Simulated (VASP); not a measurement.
Here is a VASP 6.6.1 calculation.

File INCAR:

```
PREC = Accurate ; ENCUT = 600
EDIFF = 1E-6 ; ISMEAR = -1
SIGMA = 0.1 ; LREAL = False
LASPH = True ; NELM = 200
ALGO = Normal ; ISIF = 2
LWAVE = False ; LCHARG = False
GGA = PS ; NBANDS = 28
GGA_COMPAT = False ; LMAXMIX = 6
```

KPOINTS

```
Automatic mesh
0
Gamma
  6 6 6
```

The input POSCAR:

```
Ce2TeN2
1.0
    0.0000000000      4.0855580000      0.0000000000
    4.0855580000      0.0000000000      0.0000000000
    2.0427790000      2.0427790000     -6.4796190000
Te Ce N
1 2 2
Direct
    0.0000000000      0.0000000000      0.0000000000
    0.3413800000      0.3413800000      0.3172400000
    0.6586200000      0.6586200000      0.6827600000
    0.2500000000      0.7500000000      0.5000000000
    0.7500000000      0.2500000000      0.5000000000
```

Potentials or basis: VASP PAW PBE potentials, release 64 (Te, Ce, N).

Command:

```bash
$ cat potpaw_PBE.64/Te/POTCAR potpaw_PBE.64/Ce/POTCAR potpaw_PBE.64/N/POTCAR > POTCAR
$ mpirun -np 1 vasp_std > vasp.out
```

(1) Predict the pressure.

(2) Estimate the band gap on the k mesh.

(3) Estimate the largest force.

## Answers

(1) -11.1 GPa.

(2) 0.61 eV.

(3) 2.182 eV/Å.

Caveat: the cell stands under tension; the PAW data sets were made with another functional, which shifts forces and pressure a little; spin-orbit coupling is left out, which moves the levels of the heavy elements; semilocal functionals describe open f shells poorly, which spoils levels, moments and volumes.
